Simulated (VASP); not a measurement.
Runs of VASP 6.6.1 on ZnSn4N. The structure is that of space group F-43m (No. 216), or close to it. The cells are those of the table. The cell was built from a structure type or drawn by symmetry, and may not be a known phase.

| task | cell | k mesh | cutoff (eV) | gap on the mesh (eV) | pressure (GPa) | relaxed volume (Å³/atom) | largest force (eV/Å) |
| --- | --- | --- | --- | --- | --- | --- | --- |
| single point | a = 5.749 Å, angles 60.0°, 6 atoms | 4 × 4 × 4 | 520 | none | (b) | - | 0.07 |
| single point | a = 6.029 Å, angles 60.0°, 6 atoms | 4 × 4 × 4 | 520 | none | 0.2 | - | 0.05 |
| relaxation of cell and atoms | relaxed from a = 5.749 Å, angles 60.0°, 6 atoms | 4 × 4 × 4 | 600 | none | 0.1 | 25.91 | 0.02 |
| relaxation of cell and atoms | relaxed from a = 6.029 Å, angles 60.0°, 6 atoms | 8 × 8 × 8 | 600 | none | 0.0 | 26.02 | - |
| single point | a = 6.047 Å, angles 60.0°, 6 atoms | 8 × 8 × 8 | 520 | none | (a) | - | - |

Alike in all rows: level PBE; potentials or basis VASP PAW PBE potentials, release 64 (Zn, Sn_d, N); no spin polarisation; smearing gaussian 0.1 eV.

Task: Fill in the values left out.

Result: (a) -0.1; (b) 8.7.

Caveats: spin-orbit coupling is left out, which moves the levels of the heavy elements; the cell stands under pressure (at least some runs); the volume moved by over 15 % at a fixed basis, so the end points are rough (at least some runs).

A k mesh can miss the band edges, and the runs leave out spin-orbit coupling on Sn.

A gap of «none» marks levels without a gap at the run's occupations.
